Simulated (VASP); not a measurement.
A run of VASP 6.6.1:

Contents of INCAR:

```
SYSTEM = Zr
PREC = Accurate ; ENCUT = 520
EDIFF = 1E-7 ; ISMEAR = -1
SIGMA = 0.1 ; LREAL = .FALSE.
LASPH = .TRUE. ; NELM = 100
ALGO = Normal ; ISIF = 2
LWAVE = .FALSE. ; LCHARG = .FALSE.
GGA = PS ; NBANDS = 19
```

File KPOINTS:

```
regular mesh
0
G
  12 12 12
  0 0 0
```

POSCAR

```
Zr
1.0
    0.0000000000      2.5597897141      2.5597897141
    2.5597897141      0.0000000000      2.5597897141
    2.5597897141      2.5597897141      0.0000000000
Zr
2
Direct
   -0.1250000000     -0.1250000000     -0.1250000000
    0.1250000000      0.1250000000      0.1250000000
```

Potentials or basis: VASP PAW PBE potentials, release 64 (Zr_sv).

Run with:

```sh
$ cat potpaw_PBE.64/Zr_sv/POTCAR > POTCAR
$ mpirun -np 1 vasp_std > vasp.out
```

Hardware: 1 thread of Intel(R) Xeon(R) 6975P-C (Granite Rapids), with other jobs on the host.

Task: How long does it take, and how much memory?

Result: It took 22 s on 1 thread of Intel(R) Xeon(R) 6975P-C (Granite Rapids), with other jobs on the host, peak memory 0.17 GiB. Counts: scf iterations 13, k points 72.
